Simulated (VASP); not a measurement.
Input of a VASP 6.6.1 run:

INCAR

```
ALGO = Normal
EDIFF = 1E-8
ENCUT = 1000
GGA = PE
GGA_COMPAT = False
ISIF = 2
ISMEAR = -1
LASPH = True
LCHARG = False
LEFG = True
LREAL = False
LWAVE = False
NBANDS = 28
NELM = 120
PREC = Accurate
SIGMA = 0.05
```

KPOINTS

```
k-points
0
Gamma
  8 8 8
```

Contents of POSCAR:

```
BaTiO3
1.0
    4.0073000000      0.0000000000      0.0000000000
    0.0000000000      4.0073000000      0.0000000000
    0.0000000000      0.0000000000      3.9271540000
Ba Ti O
1 1 3
Direct
    0.5000000000      0.5000000000      0.5000000000
    0.0000000000      0.0000000000      0.0000000000
    0.5000000000      0.0000000000      0.0000000000
    0.0000000000      0.5000000000      0.0000000000
    0.0000000000      0.0000000000      0.5000000000
```

Potentials or basis: VASP PAW PBE potentials, release 64 (Ba_sv, Ti_sv, O_h).

Launch:

```sh
$ cat potpaw_PBE.64/Ba_sv/POTCAR potpaw_PBE.64/Ti_sv/POTCAR potpaw_PBE.64/O_h/POTCAR > POTCAR
$ mpirun -np 1 vasp_std > vasp.out
```

**Question.** What does it give for the pressure?

**Answer.** 7.1 GPa.

**Question.** Estimate the band gap on the k mesh.

**Answer.** 1.74 eV (least direct gap 1.87 eV).

Electric field gradients, principal values (V/Å²):
| atom | least | middle | greatest (by size) |
| --- | --- | --- | --- |
| 1 Ba | 1.195 | 1.195 | -2.391 |
| 2 Ti | 9.206 | 9.206 | -18.412 |
| 3 O | -10.010 | -16.620 | 26.630 |
| 4 O | -10.010 | -16.620 | 26.630 |
| 5 O | -8.556 | -8.556 | 17.112 |

Caveat: the cell differs from its parent crystal (zz strain of -2 %); the cell stands under pressure; without QUAD_EFG the Cq values of the log hold for a quadrupole moment of 1 mb, not for the nuclei; spin-orbit coupling is left out, which moves the levels of the heavy elements. A k mesh can miss the band edges.
